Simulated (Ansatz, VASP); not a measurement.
# Two plane-wave programs on Si

The input INCAR:

```
ALGO = Normal
EDIFF = 1E-6
ENCUT = 520
GGA = PE
ISIF = 2
ISMEAR = 0
LASPH = T
LCHARG = T
LELF = T
LREAL = F
LVHAR = T
LWAVE = F
NBANDS = 16
NELM = 100
PREC = Accurate
SIGMA = 0.05
```

The input KPOINTS:

```
k-points
0
Gamma
  10 10 10
```

POSCAR

```
Si
1.0
   -3.9059684057      3.9059684057      1.9304179815
    3.9059684057     -3.9059684057      1.9304179815
    3.7888729931      3.7888729931     -1.9304179815
Si
4
Direct
    0.1786105079      0.1786105079      0.3572210158
    0.8213894921      0.8213894921      0.6427789842
    0.1786105079      0.8213894921      0.0000000000
    0.8213894921      0.1786105079      0.0000000000
```

Input for Ansatz:

```yaml
crystal:
  lattice:
    - [-3.9059684057, 3.9059684057, 1.9304179815]
    - [3.9059684057, -3.9059684057, 1.9304179815]
    - [3.7888729931, 3.7888729931, -1.9304179815]
  atoms:
    - { symbol: Si, position: [0.1786105079, 0.1786105079, 0.3572210158] }
    - { symbol: Si, position: [0.8213894921, 0.8213894921, 0.6427789842] }
    - { symbol: Si, position: [0.1786105079, 0.8213894921, 0.0] }
    - { symbol: Si, position: [0.8213894921, 0.1786105079, 0.0] }
basis:
  ecutwfc: 420
kpoints:
  mp_grid: { grid: [10, 10, 10] }
hamiltonian:
  xc: pbe
  pseudopotentials: { kind: paw, azcp: { folder: soft_1 } }
scf:
  occupations: { method: gaussian, width: 0.05 }
output:
  forces: true
  stress: true
  eigenvalues: true
```

Change from the starting cell: engineering shear strain xy -0.0350, equal normal strain along x and y +0.1500.

Alike in both runs: task single point; functional PBE; k mesh 10 × 10 × 10; occupations gaussian, width 0.05 eV; no spin polarisation.

|  | VASP | Ansatz |
| --- | --- | --- |
| version | VASP 6.6.1 | Ansatz 0.2.0 |
| potentials or method | VASP PAW PBE potentials, release 64 (Si), cutoff 520 eV | scalar-relativistic, plane waves, PAW |
| valence electrons in the cell | 16 | 16 |

```csv
,VASP,Ansatz,Ansatz less VASP
gap on the k mesh at the Fermi level (eV),none,none,-
pressure (GPa),-11.0,-11.0,+0.02
"traceless stress, the component that is largest in VASP (GPa)",7.57,7.55,-0.020
rms of the force components (eV/Å),0.206,0.206,+0.0002
```

Atom by atom the forces differ by 0.000 eV/Å (rms over components). A gap of «none» marks a metal or a gap that the smearing closes.
